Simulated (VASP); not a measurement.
# Cu3O (Pm-3m) in VASP: further runs, part 3 of 3

VASP 6.6.1. Earlier steps stand in the parts before.

### 5 Relaxation of cell and atoms, PBE

INCAR

```
SYSTEM = Cu3O
PREC = Accurate
ENCUT = 600
EDIFF = 1E-6
ISMEAR = 0
SIGMA = 0.1
LREAL = .False.
LASPH = .True.
NELM = 60
ALGO = Normal
ISIF = 3
LWAVE = .False.
LCHARG = .False.
GGA = PE
IBRION = 2
NSW = 100
EDIFFG = -0.01
```

KPOINTS

```
Automatic mesh
0
Gamma
  14 14 14
  0 0 0
```

POSCAR

```
Cu3O
1.0
    3.5679828200      0.0000000000      0.0000000000
    0.0000000000      3.5679828200      0.0000000000
    0.0000000000      0.0000000000      3.5679828200
Cu O
3 1
Direct
    0.0000000000      0.5000000000      0.5000000000
    0.5000000000      0.0000000000      0.5000000000
    0.5000000000      0.5000000000      0.0000000000
    0.0000000000      0.0000000000      0.0000000000
```

Potentials or basis: VASP PAW PBE potentials, release 64 (Cu, O).

Run with:

```bash
> cat potpaw_PBE.64/Cu/POTCAR potpaw_PBE.64/O/POTCAR > POTCAR
> mpirun -np 1 vasp_std > vasp.out
```

OUTCAR:

```text
SYSTEM = Cu3O
   PREC = Accurate
   ENCUT = 600
   EDIFF = 1E-6
   ISMEAR = 0
   LREAL = .False.
   LASPH = .True.
   NELM = 60
   ISIF = 3
   GGA = PE
   IBRION = 2
   NSW = 100
   EDIFFG = -0.01

 ion  position               nearest neighbor table
   1  0.000  0.500  0.500-   2 2.52   3 2.52   3 2.52   2 2.52   2 2.52   3 2.52   3 2.52   2 2.52

   2  0.500  0.000  0.500-   1 2.52   3 2.52   3 2.52   1 2.52   3 2.52   3 2.52   1 2.52   1 2.52

   3  0.500  0.500  0.000-   1 2.52   2 2.52   1 2.52   2 2.52   2 2.52   2 2.52   1 2.52   1 2.52

   4  0.000  0.000  0.000-

  LATTYP: Found a simple cubic cell.
 ALAT       =     3.5679828200

  Lattice vectors:

 A1 = (   3.5679828200,   0.0000000000,   0.0000000000)
 A2 = (   0.0000000000,   3.5679828200,   0.0000000000)
 A3 = (   0.0000000000,   0.0000000000,   3.5679828200)

Analysis of symmetry for initial positions (statically):
=====================================================================
 Subroutine PRICEL returns:
 Original cell was already a primitive cell.

 Routine SETGRP: Setting up the symmetry group for a
 simple cubic supercell.

 Subroutine GETGRP returns: Found 48 space group operations
 (whereof 48 operations were pure point group operations)
 out of a pool of 48 trial point group operations.

The static configuration has the point symmetry O_h .

Analysis of symmetry for dynamics (positions and initial velocities):
=====================================================================
 Subroutine PRICEL returns:
 Original cell was already a primitive cell.

 Routine SETGRP: Setting up the symmetry group for a
 simple cubic supercell.

 Subroutine GETGRP returns: Found 48 space group operations
 (whereof 48 operations were pure point group operations)
 out of a pool of 48 trial point group operations.

The dynamic configuration has the point symmetry O_h .

 Subroutine INISYM returns: Found 48 space group operations
 (whereof 48 operations are pure point group operations),
 and found     1 'primitive' translations

----------------------------------------------------------------------------------------

                                     Primitive cell

  volume of cell :      45.4222

  direct lattice vectors                    reciprocal lattice vectors
     3.567982820  0.000000000  0.000000000     0.280270408  0.000000000  0.000000000
     0.000000000  3.567982820  0.000000000     0.000000000  0.280270408  0.000000000
     0.000000000  0.000000000  3.567982820     0.000000000  0.000000000  0.280270408

  length of vectors
     3.567982820  3.567982820  3.567982820     0.280270408  0.280270408  0.280270408

  position of ions in fractional coordinates (direct lattice)
     0.000000000  0.500000000  0.500000000
     0.500000000  0.000000000  0.500000000
     0.500000000  0.500000000  0.000000000
     0.000000000  0.000000000  0.000000000

  ion indices of the primitive-cell ions
   primitive index   ion index
                 1           1
[... 34 lines left out ...]
  0.142857  0.000000  0.000000      6.000000
  0.214286  0.000000  0.000000      6.000000
  0.285714  0.000000  0.000000      6.000000
  0.357143  0.000000  0.000000      6.000000
[... 16 lines left out ...]
  0.285714  0.214286  0.000000     24.000000
  0.357143  0.214286  0.000000     24.000000
 [... further k-points ...]
   k-points           NKPTS =    120   k-points in BZ     NKDIM =    120   number of bands    NBANDS=     23
   number of dos      NEDOS =    301   number of ions     NIONS =      4
   total plane-waves  NPLWV =  27000
   dimension x,y,z NGX =    30 NGY =   30 NGZ =   30
   dimension x,y,z NGXF=    60 NGYF=   60 NGZF=   60
   ions per type =               3   1
   NGX,Y,Z   is equivalent  to a cutoff of  13.98, 13.98, 13.98 a.u.
   NGXF,Y,Z  is equivalent  to a cutoff of  27.96, 27.96, 27.96 a.u.
 SYSTEM =  Cu3O
   PREC   = accura    normal or accurate (medium, high low for compatibility)
   ISTART =      0    job   : 0-new  1-cont  2-samecut
   ICHARG =      2    charge: 1-file 2-atom 10-const
   ISPIN  =      1    spin polarized calculation?
   LNONCOLLINEAR =      F non collinear calculations
   LSORBIT =      F    spin-orbit coupling
   LASPH  =      T    aspherical Exc in radial PAW
   ENCUT  =  600.0 eV  44.10 Ry    6.64 a.u.   7.13  7.13  7.13*2*pi/ulx,y,z
   NELM   =     60;   NELMIN=  2; NELMDL= -5     # of ELM steps
   EDIFF  = 0.1E-05   stopping-criterion for ELM
   LREAL  =      F    real-space projection
   EDIFFG = -.1E-01   stopping-criterion for IOM
   NSW    =    100    number of steps for IOM
   IBRION =      2    ionic relax: 0-MD 1-quasi-New 2-CG
   NFREE  =      1    steps in history (QN), initial steepest desc. (CG)
   ISIF   =      3    stress and relaxation
   ISYM   =      2    0-nonsym 1-usesym 2-fastsym
   POTIM  = 0.5000    time-step for ionic-motion
   TEBEG  =    0.0;   TEEND  =   0.0 temperature during run
   PSTRESS=    0.0 pullay stress
   NELECT =      39.0000    total number of electrons
   NUPDOWN=      -1.0000    fix difference up-down
   EMIN   =  10.00;   EMAX   =-10.00  energy-range for DOS
   EFERMI =   0.00;   METHOD = LEGACY
   ISMEAR =     0;   SIGMA  =   0.10  broadening in eV -4-tet -1-fermi 0-gaus
   EFERMI_NEDOS =   21; number of points for ismear=-14 and -15
   IALGO  =     38    algorithm
   IMIX   =      4    mixing-type and parameters
     AMIX     =   0.40;   BMIX     =  1.00
     AMIX_MAG =   1.60;   BMIX_MAG =  1.00
  volume/ion in A,a.u.               =      11.36        76.63
  Fermi-wavevector in a.u.,A,eV,Ry     =   1.555991  2.940396 32.941154  2.421106
  Thomas-Fermi vector in A             =   2.659851
   LORBIT       =      0    0 simple, 1 ext, 2 COOP (PROOUT), +10 PAW based schemes
   GGA     = PE    functional components
   LHFCALC =     F    Hartree Fock is set to
   AEXX    =    0.0000 exact exchange contribution
   IVDW    =     0    specifies the selected vdW correction
   LEPSILON=     F    determine dielectric tensor
   LRPA    =     F    only Hartree local field effects (RPA)
 conjugate gradient relaxation of ions
 non-spin polarized calculation
 Gauss-broadening in eV      SIGMA  =   0.10
  energy-cutoff  :      600.00
  volume of cell :       45.42
 maximum number of plane-waves:      1568
 NGX is ok and might be reduce to    30
   NGX = 15   NGY = 15   NGZ = 15

--------------------------------------- Ionic step        1  -------------------------------------------

 number of electron      38.9999973 magnetization

 Free energy of the ion-electron system (eV)
  ---------------------------------------------------
  ext. energy  EPLUGINS =         0.00000000
  ---------------------------------------------------
  free energy    TOTEN  =       -15.23056888 eV

  energy without entropy =      -15.22433910  energy(sigma->0) =      -15.22745399

------------------------ aborting loop because EDIFF is reached ----------------------------------------

  FORCE on cell =-STRESS in cart. coord.  units (eV):
  Direction    XX          YY          ZZ          XY          YZ          ZX
  --------------------------------------------------------------------------------------
  -------------------------------------------------------------------------------------
  Total       -0.6890751     -0.6890751     -0.6890751     -0.0000000      0.0000000     -0.0000000
  in kB      -24.3057422    -24.3057422    -24.3057422     -0.0000000      0.0000000     -0.0000000
  external PRESSURE =     -24.3057422 kB  Pullay stress =       0.0000000 kB
[... 63 lines left out ...]
--------------------------------------- Ionic step        3  -------------------------------------------

 number of electron      38.9999981 magnetization

 Free energy of the ion-electron system (eV)
  ---------------------------------------------------
  ext. energy  EPLUGINS =         0.00000000
  ---------------------------------------------------
  free energy    TOTEN  =       -15.23741483 eV

  energy without entropy =      -15.23139529  energy(sigma->0) =      -15.23440506

 E-fermi :   6.1034     XC(G=0): -12.3577

 val. band max:        6.0913744590   @ k =   0.4286   0.1429   0.0000
 cond. band min:       6.1083622261   @ k =   0.3571   0.1429   0.0714
 fundamental gap:      0.0169877671
 Fermi energy:         6.1033743783

 k-point     1 :       0.0000    0.0000    0.0000
  band No.  band energies     occupation
      1     -11.7783      2.00000
      2      -0.2447      2.00000
      3       2.8126      2.00000
      4       2.8126      2.00000
      5       2.8126      2.00000
      6       2.8662      2.00000
[... 613 lines left out ...]
     22      10.6930      0.00000
     23      13.4114      0.00000

 [... further k-points ...]

------------------------ aborting loop because EDIFF is reached ----------------------------------------

  FORCE on cell =-STRESS in cart. coord.  units (eV):
  Direction    XX          YY          ZZ          XY          YZ          ZX
  --------------------------------------------------------------------------------------
  -------------------------------------------------------------------------------------
  Total       -0.0041473     -0.0041473     -0.0041473     -0.0000000     -0.0000000     -0.0000000
  in kB       -0.1491279     -0.1491279     -0.1491279     -0.0000000     -0.0000000     -0.0000000
  external PRESSURE =      -0.1491279 kB  Pullay stress =       0.0000000 kB
[... 19 lines left out ...]
  FREE ENERGIE OF THE ION-ELECTRON SYSTEM (eV)
  ---------------------------------------------------
  free  energy   TOTEN  =       -15.2374148309 eV

  energy  without entropy=      -15.2313952906  energy(sigma->0) =      -15.23440506

 reached required accuracy - stopping structural energy minimisation
```

OSZICAR:

```text
N       E                     dE             d eps       ncg     rms          rms(c)
DAV:   1     0.306110025003E+03    0.30611E+03   -0.19846E+04  5648   0.313E+03
DAV:   2     0.170655728274E+02   -0.28904E+03   -0.28389E+03  5520   0.451E+02
DAV:   3    -0.180167082063E+02   -0.35082E+02   -0.33741E+02  8494   0.184E+02
DAV:   4    -0.195131209663E+02   -0.14964E+01   -0.14789E+01  7447   0.401E+01
[... 27 lines left out ...]
DAV:   4    -0.152377194022E+02    0.94424E-03   -0.19116E-03  8354   0.822E-01    0.132E-01
DAV:   5    -0.152374248426E+02    0.29456E-03   -0.72767E-04  9015   0.356E-01    0.337E-02
DAV:   6    -0.152374143775E+02    0.10465E-04   -0.71337E-05  8009   0.101E-01    0.140E-02
DAV:   7    -0.152374147171E+02   -0.33962E-06   -0.12383E-05  6215   0.317E-02    0.615E-03
DAV:   8    -0.152374148309E+02   -0.11385E-06   -0.21897E-06  3080   0.352E-02
   3 F= -.15237415E+02 E0= -.15234405E+02  d E =-.684595E-02
```

CONTCAR:

```text
Cu3O
   1.00000000000000
     3.5451723128406898    0.0000000000000000   -0.0000000000000000
    -0.0000000000000000    3.5451723128406898   -0.0000000000000000
     0.0000000000000000    0.0000000000000000    3.5451723128406898
  Cu              O
     3     1
Direct
     0.0000000000000000    0.5000000000000000    0.5000000000000000
     0.5000000000000000    0.0000000000000000    0.5000000000000000
     0.5000000000000000    0.5000000000000000    0.0000000000000000
     0.0000000000000000    0.0000000000000000    0.0000000000000000

  0.00000000E+00  0.00000000E+00  0.00000000E+00
  0.00000000E+00  0.00000000E+00  0.00000000E+00
  0.00000000E+00  0.00000000E+00  0.00000000E+00
  0.00000000E+00  0.00000000E+00  0.00000000E+00
```

Wall time 2.6 min (1 thread of AMD EPYC 9R45 (Zen 5), shared host); peak memory 0.24 GiB.

What came out:

* Free energy: -15.2374 eV
* Relaxed volume: 11.14 Å³/atom
* Relaxed cell: a = 3.545 Å, b = 3.545 Å, c = 3.545 Å, α = 90.00°, β = 90.00°, γ = 90.00°
* Space group after relaxing (to 0.05 Å): Pm-3m (No. 221)
* Energy gained by relaxing: 1.7 meV/atom
* Ionic steps: 3
* Pressure after relaxing: 0.0 GPa

Step by step:
```tsv
step	energy change (eV)	largest force (eV/Å)	pressure (GPa)	volume (Å³)
1	0.0000	0.0000	-2.43	45.42
2	-0.0062	0.0000	0.88	44.30
3	-0.0068	0.0000	-0.01	44.56
```

Final structure:
```cif
data_structure
_symmetry_space_group_name_H-M 'P 1'
_symmetry_Int_Tables_number 1
_cell_length_a 3.5452
_cell_length_b 3.5452
_cell_length_c 3.5452
_cell_angle_alpha 90.000
_cell_angle_beta 90.000
_cell_angle_gamma 90.000
_cell_volume 44.56
loop_
_atom_site_label
_atom_site_type_symbol
_atom_site_fract_x
_atom_site_fract_y
_atom_site_fract_z
_atom_site_occupancy
Cu1 Cu 0.00000 0.50000 0.50000 1
Cu2 Cu 0.50000 0.00000 0.50000 1
Cu3 Cu 0.50000 0.50000 0.00000 1
O1 O 0.00000 0.00000 0.00000 1
```

Levels at points of the mesh, in eV from the Fermi level:
```csv
k point,band 16,band 17,band 18,band 19,band 20,band 21,band 22,band 23
"(0.00, 0.00, 0.00)",-1.16,-0.66,-0.61,-0.61,-0.61,5.88,5.88,5.88
"(0.50, 0.00, 0.00)",-1.24,-1.08,-0.61,-0.57,-0.57,1.27,6.74,6.74
"(0.50, 0.50, 0.00)",-1.17,-1.01,-0.67,-0.67,-0.20,3.31,3.90,3.90
"(0.50, 0.50, 0.50)",-1.21,-0.72,-0.72,-0.72,-0.50,4.31,4.31,4.31
```

Caveat: an odd number of electrons without spin polarisation forces a metal; a magnetic or distorted state may lie lower.

### 6 The runs side by side

```csv
task,spin,cell,k mesh,cutoff (eV),gap on the mesh (eV),pressure (GPa)
single point,"collinear, ferromagnetic start","a = 3.568 Å, 4 atoms",6 × 6 × 6,520,none,-2.3
single point,off,"a = 3.544 Å, 4 atoms",14 × 14 × 14,520,none,0.2
relaxation of cell and atoms,off,"relaxed from a = 3.568 Å, 4 atoms",14 × 14 × 14,600,none,0.0
```

Alike in all rows: level PBE; potentials or basis VASP PAW PBE potentials, release 64 (Cu, O); smearing gaussian 0.1 eV.

Caveats: an odd number of electrons without spin polarisation forces a metal (some runs); a magnetic or distorted state may lie lower (some runs).

Absolute energies hang on the potentials; compare differences alone.
